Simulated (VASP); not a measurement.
# Li (Cmcm) in VASP: single point with PBE

Aim: the single point of Li with PBE.

Everything below comes from runs of VASP 6.6.1. Logs are shortened: lines on timing, memory, paths and dates and some standing lists are left out, and cuts for length are marked.

## (1) The cell of the first run

It takes space group Cmcm (No. 63, orthorhombic). The conventional cell has a = 15.930 Å, b = 5.158 Å, c = 5.125 Å, α = 90.00°, β = 90.00°, γ = 90.00°. Within 4.1 Å of Li (site symmetry m) lie 14 Li at 2.94 to 4.02 Å. Within 3.9 Å of Li (site symmetry m2m) lie 14 Li at 2.94 to 3.86 Å. Within 3.9 Å of Li (site symmetry m) lie 14 Li at 2.94 to 3.86 Å.

## (2) Single point, PBE

File INCAR:

```
  ALGO = Normal
  EDIFF = 1E-7
  ENCUT = 520
  GGA = PE
  ISIF = 2
  ISMEAR = 0
  LASPH = True
  LCHARG = True
  LELF = True
  LREAL = False
  LVHAR = True
  LWAVE = False
  NBANDS = 26
  NELM = 100
  PREC = Accurate
  SIGMA = 0.1
```

File KPOINTS:

```
k-points
0
Gamma
  4 4 4
```

File POSCAR:

```
Li
1.0
    7.9650693700     -2.5790593900      0.0000000000
    7.9650693700      2.5790593900      0.0000000000
    0.0000000000      0.0000000000      5.1247691600
Li
10
Direct
    0.8999999900      0.3000000200      0.2500000000
    0.1000000100      0.6999999800      0.7500000000
    0.3000000200      0.8999999900      0.7500000000
    0.6999999800      0.1000000100      0.2500000000
    0.2799999900      0.7200000100      0.2500000000
    0.7200000100      0.2799999900      0.7500000000
    0.4800000000      0.9200000300      0.2500000000
    0.5200000000      0.0799999700      0.7500000000
    0.9200000300      0.4800000000      0.7500000000
    0.0799999700      0.5200000000      0.2500000000
```

Potentials or basis: VASP PAW PBE potentials, release 64 (Li_sv).

Run with:

```sh
> cat potpaw_PBE.64/Li_sv/POTCAR > POTCAR
> mpirun -np 1 vasp_std > vasp.out
```

OUTCAR:

```text
EDIFF = 1E-7
   ENCUT = 520
   GGA = PE
   ISIF = 2
   ISMEAR = 0
   LASPH = True
   LREAL = False
   NELM = 100
   PREC = Accurate

 ion  position               nearest neighbor table
   1  0.900  0.300  0.250-
   2  0.100  0.700  0.750-
   3  0.300  0.900  0.750-
   4  0.700  0.100  0.250-
   5  0.280  0.720  0.250-
   6  0.720  0.280  0.750-
   7  0.480  0.920  0.250-
   8  0.520  0.080  0.750-
   9  0.920  0.480  0.750-
  10  0.080  0.520  0.250-

  LATTYP: Found a base centered orthorhombic cell.
 ALAT       =     5.1581187800
 B/A-ratio  =     3.0883621373
 C/A-ratio  =     0.9935345382

  Lattice vectors:

 A1 = (  -7.9650693700,  -2.5790593900,   0.0000000000)
 A2 = (   7.9650693700,  -2.5790593900,   0.0000000000)
 A3 = (   0.0000000000,   0.0000000000,   5.1247691600)

Analysis of symmetry for initial positions (statically):
=====================================================================
 Subroutine PRICEL returns:
 Original cell was already a primitive cell.

 Routine SETGRP: Setting up the symmetry group for a
 base centered orthorhombic supercell.

 Subroutine GETGRP returns: Found  8 space group operations
 (whereof  4 operations were pure point group operations)
 out of a pool of  8 trial point group operations.

The static configuration has the point symmetry C_2h.
 The point group associated with its full space group is D_2h.

Analysis of symmetry for dynamics (positions and initial velocities):
=====================================================================
 Subroutine PRICEL returns:
 Original cell was already a primitive cell.

 Routine SETGRP: Setting up the symmetry group for a
 base centered orthorhombic supercell.

 Subroutine GETGRP returns: Found  8 space group operations
 (whereof  4 operations were pure point group operations)
 out of a pool of  8 trial point group operations.

The dynamic configuration has the point symmetry C_2h.
 The point group associated with its full space group is D_2h.

 Subroutine INISYM returns: Found  8 space group operations
 (whereof  4 operations are pure point group operations),
 and found     1 'primitive' translations

----------------------------------------------------------------------------------------

                                     Primitive cell

  volume of cell :     210.5500

  direct lattice vectors                    reciprocal lattice vectors
     7.965069370 -2.579059390  0.000000000     0.062774092 -0.193869130  0.000000000
     7.965069370  2.579059390  0.000000000     0.062774092  0.193869130  0.000000000
     0.000000000  0.000000000  5.124769160     0.000000000  0.000000000  0.195130740

  length of vectors
     8.372208634  8.372208634  5.124769160     0.203778866  0.203778866  0.195130740

  position of ions in fractional coordinates (direct lattice)
     0.899999990  0.300000020  0.250000000
     0.100000010  0.699999980  0.750000000
     0.300000020  0.899999990  0.750000000
     0.699999980  0.100000010  0.250000000
     0.279999990  0.720000010  0.250000000
     0.720000010  0.279999990  0.750000000
     0.480000000  0.920000030  0.250000000
     0.520000000  0.079999970  0.750000000
     0.920000030  0.480000000  0.750000000
     0.079999970  0.520000000  0.250000000

  ion indices of the primitive-cell ions
   primitive index   ion index
                 1           1
                 2           2
                 3           3
                 4           4
                 5           5
                 6           6
                 7           7
                 8           8
                 9           9
                10          10

----------------------------------------------------------------------------------------

 KPOINTS: k-points

Automatic generation of k-mesh.
 Grid dimensions read from file:
 generate k-points for:    4    4    4

 Generating k-lattice:

  Cartesian coordinates                     Fractional coordinates (reciprocal lattice)
     0.015693523 -0.048467282  0.000000000     0.250000000 -0.000000000  0.000000000
     0.015693523  0.048467282  0.000000000    -0.000000000  0.250000000  0.000000000
     0.000000000  0.000000000  0.048782685     0.000000000  0.000000000  0.250000000

  Length of vectors
     0.050944716  0.050944716  0.048782685

  Shift w.r.t. Gamma in fractional coordinates (k-lattice)
     0.000000000  0.000000000  0.000000000

 Subroutine IBZKPT returns following result:
 ===========================================

 Found     21 irreducible k-points:

 Following reciprocal coordinates:
            Coordinates               Weight
  0.000000  0.000000  0.000000      1.000000
  0.250000 -0.000000  0.000000      4.000000
  0.500000 -0.000000  0.000000      2.000000
  0.250000  0.250000  0.000000      2.000000
  0.500000  0.250000  0.000000      4.000000
 -0.250000  0.250000  0.000000      2.000000
[... 13 lines left out ...]
 -0.250000  0.250000  0.500000      2.000000
  0.500000  0.500000  0.500000      1.000000
   k-points           NKPTS =     21   k-points in BZ     NKDIM =     21   number of bands    NBANDS=     26
   number of dos      NEDOS =    301   number of ions     NIONS =     10
   total plane-waves  NPLWV = 163840
   dimension x,y,z NGX =    64 NGY =   64 NGZ =   40
   dimension x,y,z NGXF=   128 NGYF=  128 NGZF=   80
   ions per type =              10
   NGX,Y,Z   is equivalent  to a cutoff of  12.71, 12.71, 12.98 a.u.
   NGXF,Y,Z  is equivalent  to a cutoff of  25.42, 25.42, 25.95 a.u.
 SYSTEM =  unknown system
   PREC   = accura    normal or accurate (medium, high low for compatibility)
   ISTART =      0    job   : 0-new  1-cont  2-samecut
   ICHARG =      2    charge: 1-file 2-atom 10-const
   ISPIN  =      1    spin polarized calculation?
   LNONCOLLINEAR =      F non collinear calculations
   LSORBIT =      F    spin-orbit coupling
   LASPH  =      T    aspherical Exc in radial PAW
   ENCUT  =  520.0 eV  38.22 Ry    6.18 a.u.  15.57 15.57  9.53*2*pi/ulx,y,z
   NELM   =    100;   NELMIN=  2; NELMDL= -5     # of ELM steps
   EDIFF  = 0.1E-06   stopping-criterion for ELM
   LREAL  =      F    real-space projection
   EDIFFG = 0.1E-05   stopping-criterion for IOM
   NSW    =      0    number of steps for IOM
   IBRION =     -1    ionic relax: 0-MD 1-quasi-New 2-CG
   NFREE  =      0    steps in history (QN), initial steepest desc. (CG)
   ISIF   =      2    stress and relaxation
   ISYM   =      2    0-nonsym 1-usesym 2-fastsym
   POTIM  = 0.5000    time-step for ionic-motion
   TEBEG  =    0.0;   TEEND  =   0.0 temperature during run
   PSTRESS=    0.0 pullay stress
   NELECT =      30.0000    total number of electrons
   NUPDOWN=      -1.0000    fix difference up-down
   EMIN   =  10.00;   EMAX   =-10.00  energy-range for DOS
   EFERMI =   0.00;   METHOD = LEGACY
   ISMEAR =     0;   SIGMA  =   0.10  broadening in eV -4-tet -1-fermi 0-gaus
   EFERMI_NEDOS =   21; number of points for ismear=-14 and -15
   IALGO  =     38    algorithm
   IMIX   =      4    mixing-type and parameters
     AMIX     =   0.40;   BMIX     =  1.00
     AMIX_MAG =   1.60;   BMIX_MAG =  1.00
  volume/ion in A,a.u.               =      21.05       142.09
  Fermi-wavevector in a.u.,A,eV,Ry     =   0.855061  1.615830  9.947607  0.731128
  Thomas-Fermi vector in A             =   1.971752
   LORBIT       =      0    0 simple, 1 ext, 2 COOP (PROOUT), +10 PAW based schemes
   GGA     = PE    functional components
   LHFCALC =     F    Hartree Fock is set to
   AEXX    =    0.0000 exact exchange contribution
   IVDW    =     0    specifies the selected vdW correction
   LEPSILON=     F    determine dielectric tensor
   LRPA    =     F    only Hartree local field effects (RPA)
 non-spin polarized calculation
 Gauss-broadening in eV      SIGMA  =   0.10
  energy-cutoff  :      520.00
  volume of cell :      210.55
 maximum number of plane-waves:      5719
 NGX is ok and might be reduce to    64
   NGX = 31   NGY = 31   NGZ = 19

 number of electron      30.0000015 magnetization

 Free energy of the ion-electron system (eV)
  ---------------------------------------------------
  ext. energy  EPLUGINS =         0.00000000
  ---------------------------------------------------
  free energy    TOTEN  =       -19.00691809 eV

  energy without entropy =      -18.97821025  energy(sigma->0) =      -18.99256417

 E-fermi :   0.5589     XC(G=0):  -6.9509

 val. band max:        0.5353472324   @ k =   0.5000   0.2500   0.5000
 cond. band min:       0.5661188275   @ k =   0.2500   0.2500   0.0000
 fundamental gap:      0.0307715951
 Fermi energy:         0.5589389673

 k-point     1 :       0.0000    0.0000    0.0000
  band No.  band energies     occupation
      1     -46.0823      2.00000
      2     -46.0755      2.00000
      3     -46.0747      2.00000
      4     -46.0688      2.00000
      5     -46.0686      2.00000
      6     -46.0659      2.00000
[... 18 lines left out ...]
     25       4.3235      0.00000
     26       5.6478      0.00000

 k-point     2 :       0.2500   -0.0000    0.0000
  band No.  band energies     occupation
      1     -46.0805      2.00000
      2     -46.0752      2.00000
      3     -46.0748      2.00000
      4     -46.0701      2.00000
      5     -46.0679      2.00000
      6     -46.0658      2.00000
[... 18 lines left out ...]
     25       4.3818      0.00000
     26       4.8772      0.00000

 k-point     3 :       0.5000   -0.0000    0.0000
  band No.  band energies     occupation
      1     -46.0770      2.00000
      2     -46.0768      2.00000
      3     -46.0732      2.00000
      4     -46.0729      2.00000
      5     -46.0666      2.00000
      6     -46.0664      2.00000
[... 485 lines left out ...]
 k-point    20 :      -0.2500    0.2500    0.5000
  band No.  band energies     occupation
      1     -46.0757      2.00000
      2     -46.0757      2.00000
      3     -46.0698      2.00000
      4     -46.0698      2.00000
      5     -46.0695      2.00000
      6     -46.0695      2.00000
[... 18 lines left out ...]
     25       7.3162      0.00000
     26       7.3172      0.00000

 k-point    21 :       0.5000    0.5000    0.5000
  band No.  band energies     occupation
      1     -46.0765      2.00000
      2     -46.0765      2.00000
      3     -46.0737      2.00000
      4     -46.0737      2.00000
      5     -46.0664      2.00000
      6     -46.0664      2.00000
[... 18 lines left out ...]
     25       4.0474      0.00000
     26       4.0474      0.00000

------------------------ aborting loop because EDIFF is reached ----------------------------------------

  FORCE on cell =-STRESS in cart. coord.  units (eV):
  Direction    XX          YY          ZZ          XY          YZ          ZX
  --------------------------------------------------------------------------------------
  -------------------------------------------------------------------------------------
  Total       -0.5890328     -0.7806024     -0.6913306      0.0000000     -0.0000000      0.0000000
  in kB       -4.4822371     -5.9399841     -5.2606708      0.0000000     -0.0000000      0.0000000
  external PRESSURE =      -5.2276307 kB  Pullay stress =       0.0000000 kB

 VOLUME and BASIS-vectors are now :
 -----------------------------------------------------------------------------
  energy-cutoff  :      520.00
  volume of cell :      210.55
      direct lattice vectors                 reciprocal lattice vectors
     7.965069370 -2.579059390  0.000000000     0.062774092 -0.193869130  0.000000000
     7.965069370  2.579059390  0.000000000     0.062774092  0.193869130  0.000000000
     0.000000000  0.000000000  5.124769160     0.000000000  0.000000000  0.195130740

 POSITION                                       TOTAL-FORCE (eV/Angst)
 -----------------------------------------------------------------------------------
      9.55808     -1.54744      1.28119        -0.004441      0.106841      0.000000
      6.37206      1.54744      3.84358         0.004441     -0.106841      0.000000
      9.55808      1.54744      3.84358        -0.004441     -0.106841      0.000000
      6.37206     -1.54744      1.28119         0.004441      0.106841      0.000000
      7.96507      1.13479      1.28119         0.000000     -0.120588     -0.000000
      7.96507     -1.13479      3.84358         0.000000      0.120588      0.000000
     11.15110      1.13479      1.28119         0.002379     -0.078157      0.000000
      4.77904     -1.13479      3.84358        -0.002379      0.078157      0.000000
     11.15110     -1.13479      3.84358         0.002379      0.078157      0.000000
      4.77904      1.13479      1.28119        -0.002379     -0.078157      0.000000
 -----------------------------------------------------------------------------------
    total drift:                                0.000000     -0.000000     -0.000000

  FREE ENERGIE OF THE ION-ELECTRON SYSTEM (eV)
  ---------------------------------------------------
  free  energy   TOTEN  =       -19.0069180932 eV

  energy  without entropy=      -18.9782102547  energy(sigma->0) =      -18.99256417
```

Run time: 100 s. Hardware: 1 thread of AMD EPYC 9R45 (Zen 5), shared host; peak memory 0.38 GiB.

What came out:

```
Free energy            : -19.0069 eV
Largest force          : 0.121 eV/Å
Band gap on the k mesh : zero (bands 15 and 16 overlap by 2.06 eV)
```

Forces in eV/Å, atoms in the order of the input:
```
Li  -0.004  0.107  0.000
Li   0.004 -0.107  0.000
Li  -0.004 -0.107  0.000
Li   0.004  0.107  0.000
Li   0.000 -0.121  0.000
Li   0.000  0.121  0.000
Li   0.002 -0.078  0.000
Li  -0.002  0.078  0.000
Li   0.002  0.078  0.000
Li  -0.002 -0.078  0.000
```

Caveat: the cutoff is under 1.25 times the usual one of these potentials, so pressure, stress and relaxed cells hold a basis-set (Pulay) error.

The gap in the log of VASP goes by the Fermi energy; the results here count the filled bands.